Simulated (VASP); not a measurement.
# AlAs in VASP: single point with PBE+D3(BJ)

Aim: the single point of AlAs with PBE+D3(BJ).

Program: VASP 6.6.1. These are calculated values, not measurements. Logs are shortened: lines on timing, memory, paths and dates and some standing lists are left out, and cuts for length are marked.

## Step 1: The cell of the first run

The cell holds a slab with vacuum, 16 atoms: a = 8.010 Å, b = 5.664 Å, c = 23.008 Å, α = 90.00°, β = 90.00°, γ = 90.00°.

## Step 2: Single point, PBE+D3(BJ)

File INCAR:

```
SYSTEM = AlAs
PREC = Accurate
ENCUT = 520
EDIFF = 1E-6
ISMEAR = 0
SIGMA = 0.05
LREAL = Auto
LASPH = .TRUE.
NELM = 60
ALGO = Normal
ISIF = 2
LWAVE = .FALSE.
LCHARG = .TRUE.
LDIPOL = .TRUE.
IDIPOL = 3
DIPOL = 0.5 0.5 0.499
GGA = PE
IVDW = 12
LELF = .TRUE.
LVHAR = .TRUE.
LVACPOTAV = .TRUE.
NBANDS = 46
```

File KPOINTS:

```
regular mesh
0
G
  4 5 1
  0 0 0
```

File POSCAR:

```
AlAs
1.0
    8.0103882432      0.0000000000      0.0000000000
    0.0000000000      5.6641998467      0.0000000000
    0.0000000000      0.0000000000     23.0077911824
Al As
8 8
Direct
    0.2500000000      0.5000000000      0.3694400707
    0.7500000000      0.5000000000      0.3694400707
    0.5000000000      0.0000000000      0.4564800236
    0.0000000000      0.0000000000      0.4564800236
    0.7500000000      0.5026793232      0.5478293119
    0.2500000000      0.5026793232      0.5478293119
    0.0000000000     -0.0737321478      0.6108282953
    0.5000000000     -0.0737321478      0.6108282953
    0.5000000000      0.2500000000      0.3694400707
    0.0000000000      0.2500000000      0.3694400707
    0.7500000000      0.7500000000      0.4564800236
    0.2500000000      0.7500000000      0.4564800236
    0.0000000000      0.2538553214      0.5440430937
    0.5000000000      0.2538553214      0.5440430937
    0.2500000000      0.7170806825      0.6409711504
    0.7500000000      0.7170806825      0.6409711504
```

Potentials or basis: VASP PAW PBE potentials, release 64 (Al, As).

Launch:

```sh
$ cat potpaw_PBE.64/Al/POTCAR potpaw_PBE.64/As/POTCAR > POTCAR
$ mpirun -np 1 vasp_std > vasp.out
```

OUTCAR:

```text
SYSTEM = AlAs
   PREC = Accurate
   ENCUT = 520
   EDIFF = 1E-6
   ISMEAR = 0
   LREAL = Auto
   LASPH = .TRUE.
   NELM = 60
   ISIF = 2
   GGA = PE
   IVDW = 12
 IVDW          = 12

 ion  position               nearest neighbor table
   1  0.250  0.500  0.369-   9 2.45  10 2.45  12 2.45
   2  0.750  0.500  0.369-   9 2.45  10 2.45  11 2.45
   3  0.500  0.000  0.456-  11 2.45  12 2.45   9 2.45  14 2.48
   4  0.000  0.000  0.456-  11 2.45  12 2.45  10 2.45  13 2.48
   5  0.750  0.503  0.548-  13 2.45  14 2.45  16 2.46  11 2.53
   6  0.250  0.503  0.548-  13 2.45  14 2.45  15 2.46  12 2.53
   7  0.000  0.926  0.611-  13 2.41  15 2.43  16 2.43
   8  0.500  0.926  0.611-  14 2.41  15 2.43  16 2.43
   9  0.500  0.250  0.369-   1 2.45   2 2.45   3 2.45
  10  0.000  0.250  0.369-   1 2.45   2 2.45   4 2.45
  11  0.750  0.750  0.456-   3 2.45   4 2.45   2 2.45   5 2.53
  12  0.250  0.750  0.456-   3 2.45   4 2.45   1 2.45   6 2.53
  13  0.000  0.254  0.544-   7 2.41   6 2.45   5 2.45   4 2.48
  14  0.500  0.254  0.544-   8 2.41   6 2.45   5 2.45   3 2.48
  15  0.250  0.717  0.641-   7 2.43   8 2.43   6 2.46
  16  0.750  0.717  0.641-   7 2.43   8 2.43   5 2.46

  LATTYP: Found a simple orthorhombic cell.
 ALAT       =     5.6641998467
 B/A-ratio  =     1.4142135624
 C/A-ratio  =     4.0619667041

  Lattice vectors:

 A1 = (   0.0000000000,  -5.6641998467,   0.0000000000)
 A2 = (   8.0103882432,   0.0000000000,   0.0000000000)
 A3 = (   0.0000000000,   0.0000000000,  23.0077911824)

Analysis of symmetry for initial positions (statically):
=====================================================================
 Subroutine PRICEL returns following result:

  LATTYP: Found a simple orthorhombic cell.
 ALAT       =     4.0051941216
 B/A-ratio  =     1.4142135624
 C/A-ratio  =     5.7444884028

  Lattice vectors:

 A1 = (   4.0051941216,   0.0000000000,   0.0000000000)
 A2 = (   0.0000000000,   5.6641998467,   0.0000000000)
 A3 = (   0.0000000000,   0.0000000000,  23.0077911824)

   2 primitive cells build up your supercell.

 Routine SETGRP: Setting up the symmetry group for a
 simple orthorhombic supercell.

 Subroutine GETGRP returns: Found  2 space group operations
 (whereof  2 operations were pure point group operations)
 out of a pool of  8 trial point group operations.

The static configuration has the point symmetry C_1h.

Analysis of symmetry for dynamics (positions and initial velocities):
=====================================================================
 Subroutine PRICEL returns following result:

  LATTYP: Found a simple orthorhombic cell.
 ALAT       =     4.0051941216
 B/A-ratio  =     1.4142135624
 C/A-ratio  =     5.7444884028

  Lattice vectors:

 A1 = (   4.0051941216,   0.0000000000,   0.0000000000)
 A2 = (   0.0000000000,   5.6641998467,   0.0000000000)
 A3 = (   0.0000000000,   0.0000000000,  23.0077911824)

   2 primitive cells build up your supercell.

 Routine SETGRP: Setting up the symmetry group for a
 simple orthorhombic supercell.

 Subroutine GETGRP returns: Found  2 space group operations
 (whereof  2 operations were pure point group operations)
 out of a pool of  8 trial point group operations.

The dynamic configuration has the point symmetry C_1h.

 Subroutine INISYM returns: Found  2 space group operations
 (whereof  2 operations are pure point group operations),
 and found     2 'primitive' translations

----------------------------------------------------------------------------------------

                                     Primitive cell

  volume of cell :     521.9598

  direct lattice vectors                    reciprocal lattice vectors
     4.005194122  0.000000000  0.000000000     0.249675788  0.000000000  0.000000000
     0.000000000  5.664199847  0.000000000     0.000000000  0.176547443  0.000000000
     0.000000000  0.000000000 23.007791182     0.000000000  0.000000000  0.043463538

  length of vectors
     4.005194122  5.664199847 23.007791182     0.249675788  0.176547443  0.043463538

  position of ions in fractional coordinates (direct lattice)
     0.500000000  0.500000000  0.369440071
     0.000000000  0.000000000  0.456480024
     0.500000000  0.502679323  0.547829312
     0.000000000  0.926267852  0.610828295
     0.000000000  0.250000000  0.369440071
     0.500000000  0.750000000  0.456480024
     0.000000000  0.253855321  0.544043094
     0.500000000  0.717080682  0.640971150

  ion indices of the primitive-cell ions
   primitive index   ion index
                 1           1
                 2           3
                 3           6
                 4           7
                 5           9
                 6          12
                 7          13
                 8          15

----------------------------------------------------------------------------------------

 KPOINTS: regular mesh

Automatic generation of k-mesh.
 Grid dimensions read from file:
 generate k-points for:    4    5    1

 Generating k-lattice:

  Cartesian coordinates                     Fractional coordinates (reciprocal lattice)
     0.031209474  0.000000000  0.000000000     0.250000000  0.000000000  0.000000000
     0.000000000  0.035309489  0.000000000     0.000000000  0.200000000  0.000000000
     0.000000000  0.000000000  0.043463538     0.000000000  0.000000000  1.000000000

  Length of vectors
     0.031209474  0.035309489  0.043463538

  Shift w.r.t. Gamma in fractional coordinates (k-lattice)
     0.000000000  0.000000000  0.000000000

 Subroutine IBZKPT returns following result:
 ===========================================

 Found      9 irreducible k-points:

 Following reciprocal coordinates:
            Coordinates               Weight
  0.000000  0.000000  0.000000      1.000000
  0.250000  0.000000  0.000000      2.000000
  0.500000  0.000000  0.000000      1.000000
  0.000000  0.200000  0.000000      2.000000
  0.250000  0.200000  0.000000      4.000000
  0.500000  0.200000  0.000000      2.000000
  0.000000  0.400000  0.000000      2.000000
  0.250000  0.400000  0.000000      4.000000
  0.500000  0.400000  0.000000      2.000000
   k-points           NKPTS =      9   k-points in BZ     NKDIM =      9   number of bands    NBANDS=     46
   number of dos      NEDOS =    301   number of ions     NIONS =     16
   total plane-waves  NPLWV = 453600
   dimension x,y,z NGX =    60 NGY =   42 NGZ =  180
   dimension x,y,z NGXF=   120 NGYF=   84 NGZF=  360
   ions per type =               8   8
   NGX,Y,Z   is equivalent  to a cutoff of  12.45, 12.33, 13.01 a.u.
   NGXF,Y,Z  is equivalent  to a cutoff of  24.90, 24.65, 26.01 a.u.
 SYSTEM =  AlAs
   PREC   = accura    normal or accurate (medium, high low for compatibility)
   ISTART =      0    job   : 0-new  1-cont  2-samecut
   ICHARG =      2    charge: 1-file 2-atom 10-const
   ISPIN  =      1    spin polarized calculation?
   LNONCOLLINEAR =      F non collinear calculations
   LSORBIT =      F    spin-orbit coupling
   LASPH  =      T    aspherical Exc in radial PAW
   ENCUT  =  520.0 eV  38.22 Ry    6.18 a.u.  14.89 10.53 42.78*2*pi/ulx,y,z
   NELM   =     60;   NELMIN=  2; NELMDL= -5     # of ELM steps
   EDIFF  = 0.1E-05   stopping-criterion for ELM
   LREAL  =      T    real-space projection
   EDIFFG = 0.1E-04   stopping-criterion for IOM
   NSW    =      0    number of steps for IOM
   IBRION =     -1    ionic relax: 0-MD 1-quasi-New 2-CG
   NFREE  =      0    steps in history (QN), initial steepest desc. (CG)
   ISIF   =      2    stress and relaxation
   ISYM   =      2    0-nonsym 1-usesym 2-fastsym
   POTIM  = 0.5000    time-step for ionic-motion
   TEBEG  =    0.0;   TEEND  =   0.0 temperature during run
   PSTRESS=    0.0 pullay stress
   NELECT =      64.0000    total number of electrons
   NUPDOWN=      -1.0000    fix difference up-down
   EMIN   =  10.00;   EMAX   =-10.00  energy-range for DOS
   EFERMI =   0.00;   METHOD = LEGACY
   ISMEAR =     0;   SIGMA  =   0.05  broadening in eV -4-tet -1-fermi 0-gaus
   EFERMI_NEDOS =   21; number of points for ismear=-14 and -15
   IALGO  =     38    algorithm
   IMIX   =      4    mixing-type and parameters
     AMIX     =   0.40;   BMIX     =  1.00
     AMIX_MAG =   1.60;   BMIX_MAG =  1.00
  volume/ion in A,a.u.               =      65.24       440.29
  Fermi-wavevector in a.u.,A,eV,Ry     =   0.645524  1.219864  5.669566  0.416701
  Thomas-Fermi vector in A             =   1.713208
   LORBIT       =      0    0 simple, 1 ext, 2 COOP (PROOUT), +10 PAW based schemes
   GGA     = PE    functional components
   LHFCALC =     F    Hartree Fock is set to
   AEXX    =    0.0000 exact exchange contribution
   IVDW    =    12    specifies the selected vdW correction
   LEPSILON=     F    determine dielectric tensor
   LRPA    =     F    only Hartree local field effects (RPA)
 non-spin polarized calculation
 Gauss-broadening in eV      SIGMA  =   0.05
  energy-cutoff  :      520.00
  volume of cell :     1043.92
 maximum number of plane-waves:     28157
 NGX is ok and might be reduce to    60
   NGX = 29   NGY = 21   NGZ = 85

 number of electron      64.0000005 magnetization

 dipolmoment           0.000000      0.000000      0.072961 electrons x Angstroem

 Free energy of the ion-electron system (eV)
  ---------------------------------------------------
  ext. energy  EPLUGINS =         0.00000000
  ---------------------------------------------------
  free energy    TOTEN  =       -69.62181024 eV

  energy without entropy =      -69.62181024  energy(sigma->0) =      -69.62181024

 E-fermi :  -1.5966     XC(G=0):  -3.8191

 val. band max:       -1.8617351712   @ k =   0.5000   0.4000   0.0000
 cond. band min:      -0.8723583360   @ k =   0.0000   0.0000   0.0000
 fundamental gap:      0.9893768352
 Fermi energy:        -1.5966000047

 k-point     1 :       0.0000    0.0000    0.0000
  band No.  band energies     occupation
      1     -13.4797      2.00000
      2     -12.6097      2.00000
      3     -12.2942      2.00000
      4     -12.2137      2.00000
      5     -11.8434      2.00000
      6     -11.6001      2.00000
[... 36 lines left out ...]
     43       1.3273      0.00000
     44       1.8285      0.00000

 k-point     2 :       0.2500    0.0000    0.0000
  band No.  band energies     occupation
      1     -13.3802      2.00000
      2     -12.6816      2.00000
      3     -12.5235      2.00000
      4     -12.0782      2.00000
      5     -11.7937      2.00000
      6     -11.6623      2.00000
[... 36 lines left out ...]
     43       1.7690      0.00000
     44       2.0768      0.00000

 k-point     3 :       0.5000    0.0000    0.0000
  band No.  band energies     occupation
      1     -13.0963      2.00000
      2     -13.0963      2.00000
      3     -12.2948      2.00000
      4     -12.2948      2.00000
      5     -11.7006      2.00000
      6     -11.7006      2.00000
[... 36 lines left out ...]
     43       2.0479      0.00000
     44       2.0479      0.00000

 k-point     4 :       0.0000    0.2000    0.0000
  band No.  band energies     occupation
      1     -13.3602      2.00000
      2     -12.5553      2.00000
      3     -12.2668      2.00000
      4     -12.1932      2.00000
      5     -11.9800      2.00000
      6     -11.7334      2.00000
[... 177 lines left out ...]
     43       1.8664      0.00000
     44       2.1770      0.00000

 k-point     8 :       0.2500    0.4000    0.0000
  band No.  band energies     occupation
      1     -12.9403      2.00000
      2     -12.5320      2.00000
      3     -12.4093      2.00000
      4     -12.1897      2.00000
      5     -12.1500      2.00000
      6     -11.8374      2.00000
[... 36 lines left out ...]
     43       2.1381      0.00000
     44       2.3663      0.00000

 k-point     9 :       0.5000    0.4000    0.0000
  band No.  band energies     occupation
      1     -12.7078      2.00000
      2     -12.7078      2.00000
      3     -12.3601      2.00000
      4     -12.3601      2.00000
      5     -11.9362      2.00000
      6     -11.9362      2.00000
[... 36 lines left out ...]
     43       2.4127      0.00000
     44       2.4127      0.00000
 [bands above 44 left out]

------------------------ aborting loop because EDIFF is reached ----------------------------------------

 Edisp (eV)   -3.60780

 E8    (eV) :    -1.6360

  FORCE on cell =-STRESS in cart. coord.  units (eV):
  Direction    XX          YY          ZZ          XY          YZ          ZX
  --------------------------------------------------------------------------------------
  -------------------------------------------------------------------------------------
  Total      -3.12463    -3.40510     0.00864     0.00000     3.02660     0.00000
  in kB      -4.79560    -5.22605     0.01326     0.00000     4.64513     0.00000
  external pressure =       -3.34 kB  Pullay stress =        0.00 kB

 VOLUME and BASIS-vectors are now :
 -----------------------------------------------------------------------------
  energy-cutoff  :      520.00
  volume of cell :     1043.92
      direct lattice vectors                 reciprocal lattice vectors
     8.010388243  0.000000000  0.000000000     0.124837894  0.000000000  0.000000000
     0.000000000  5.664199847  0.000000000     0.000000000  0.176547443  0.000000000
     0.000000000  0.000000000 23.007791182     0.000000000  0.000000000  0.043463538

 POSITION                                       TOTAL-FORCE (eV/Angst)
 -----------------------------------------------------------------------------------
      2.00260      2.83210      8.50000         0.000000     -1.044913      1.319401
      6.00779      2.83210      8.50000         0.000000     -1.044913      1.319401
      4.00519      0.00000     10.50260         0.000000      0.424275      0.094599
      0.00000      0.00000     10.50260         0.000000      0.424275      0.094599
      6.00779      2.84728     12.60434         0.000000      0.015376     -0.000503
      2.00260      2.84728     12.60434         0.000000      0.015376     -0.000503
[... 8 lines left out ...]
      2.00260      4.06169     14.74733        -0.000000      0.009799      0.024566
      6.00779      4.06169     14.74733        -0.000000      0.009799      0.024566
 -----------------------------------------------------------------------------------
    total drift:                                0.000000     -0.008011     -0.006618

  FREE ENERGIE OF THE ION-ELECTRON SYSTEM (eV)
  ---------------------------------------------------
  free  energy   TOTEN  =       -73.2296062951 eV

  energy  without entropy=      -73.2296062951  energy(sigma->0) =      -73.22960630

 vacuum level on the upper side and lower side of the slab         3.264         2.973
```

Wall time 18 min (1 thread of Intel Xeon 8259CL, shared host); peak memory 0.97 GiB.

Results:

```
Free energy                : -73.2296 eV
Largest force              : 1.683 eV/Å
Band gap on the k mesh     : 0.99 eV
Dispersion energy per atom : -0.225 eV
```

Forces in eV/Å, atoms in the order of the input:
```
Al   0.000 -1.045  1.319
Al   0.000 -1.045  1.319
Al   0.000  0.424  0.095
Al   0.000  0.424  0.095
Al   0.000  0.015 -0.001
Al   0.000  0.015 -0.001
Al   0.000 -0.006  0.006
Al   0.000 -0.006  0.006
As   0.000  0.303 -1.274
As   0.000  0.303 -1.274
As   0.000  0.308 -0.159
As   0.000  0.308 -0.159
As   0.000 -0.010 -0.011
As   0.000 -0.010 -0.011
As   0.000  0.010  0.025
As   0.000  0.010  0.025
```
